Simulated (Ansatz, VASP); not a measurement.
**One calculation of GaN, two programs**

```
Ga N
1.0
     5.53501    0.00000    0.00000
     0.00000    5.53501    0.00000
     0.00000    0.00000    3.21407
Ga N
4 4
Cartesian
  3.7606 3.7606 0.0000
  0.9931 4.5419 1.6070
  4.5419 0.9931 1.6070
  1.7744 1.7744 0.0000
  4.5265 4.5265 1.6070
  1.0085 1.0085 1.6070
  3.7760 1.7590 0.0000
  1.7590 3.7760 0.0000
```

Alike in both runs: functional PBE; k mesh 6 × 6 × 8; no spin polarisation.

Ansatz relaxed the structure, and its values are those at the end. VASP's run is a single point on that final structure, the one shown.

|  | VASP | Ansatz |
| --- | --- | --- |
| version | VASP 6.6.1 | Ansatz 0.2.0 |
| potentials or method | VASP PAW PBE potentials, release 64 (Ga_d, N), cutoff 520 eV | scalar-relativistic, plane waves, PAW |
| occupations | gaussian, width 0.01 eV | fixed |
| valence electrons in the cell | 72 | 72 |

|  | VASP | Ansatz | Ansatz less VASP |
| --- | --- | --- | --- |
| gap on the k mesh at the Fermi level (eV) | 1.74 | 1.74 | -0.004 |
| least direct gap on the mesh (eV) | 1.74 | 1.74 | -0.004 |
| pressure (GPa) | 0.1 | 0.0 | -0.09 |
| rms of the force components (eV/Å) | 0.009 | 0.000 | -0.0091 |
